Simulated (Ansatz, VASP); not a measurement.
# Rb: VASP beside Ansatz

Contents of INCAR:

```
  PREC = Accurate
  ENCUT = 520
  EDIFF = 1E-6
  ISMEAR = -1
  SIGMA = 0.03
  LREAL = F
  LASPH = T
  NELM = 100
  ALGO = Normal
  ISIF = 2
  LWAVE = F
  LCHARG = T
  GGA = PE
  LELF = T
  LVHAR = T
  NBANDS = 16
```

KPOINTS

```
regular mesh
0
Gamma
  11 11 6
```

File POSCAR:

```
Rb
1.0
    5.0006745913      0.0000000000      0.0000000000
   -2.5003372956      4.3307112321      0.0000000000
    0.0000000000      0.0000000000      8.2808417512
Rb
2
Direct
    0.3333333333      0.6666666667      0.2500000000
    0.6666666667      0.3333333333      0.7500000000
```

Input for Ansatz:

```yaml
crystal:
  lattice:
    - [5.0006745913, 0.0, 0.0]
    - [-2.5003372956, 4.3307112321, 0.0]
    - [0.0, 0.0, 8.2808417512]
  atoms:
    - { symbol: Rb, position: [0.3333333333, 0.6666666667, 0.25] }
    - { symbol: Rb, position: [0.6666666667, 0.3333333333, 0.75] }
kpoints:
  mp_grid: { grid: [11, 11, 6] }
scf:
  occupations: { method: fermi_dirac, width: 0.03 }
hamiltonian:
  xc: pbe
  pseudopotentials: { kind: all_electron, lapw: { basis_error: 0.00025 } }
output:
  forces: true
  stress: true
  eigenvalues: true
```

Change from the starting cell: volume scaled by 0.98.

Alike in both runs: task single point; functional PBE; k mesh 11 × 11 × 6; occupations fermi-dirac, width 0.03 eV; no spin polarisation.

|  | VASP | Ansatz |
| --- | --- | --- |
| version | VASP 6.6.1 | Ansatz 0.2.0 |
| potentials or method | VASP PAW PBE potentials, release 64 (Rb_sv), cutoff 520 eV | all-electron LAPW, scalar-relativistic |

|  | VASP | Ansatz | Ansatz less VASP |
| --- | --- | --- | --- |
| pressure (GPa) | 0.1 | 0.1 | 0.00 |

Ansatz ran all-electron here, and VASP with PAW potentials.
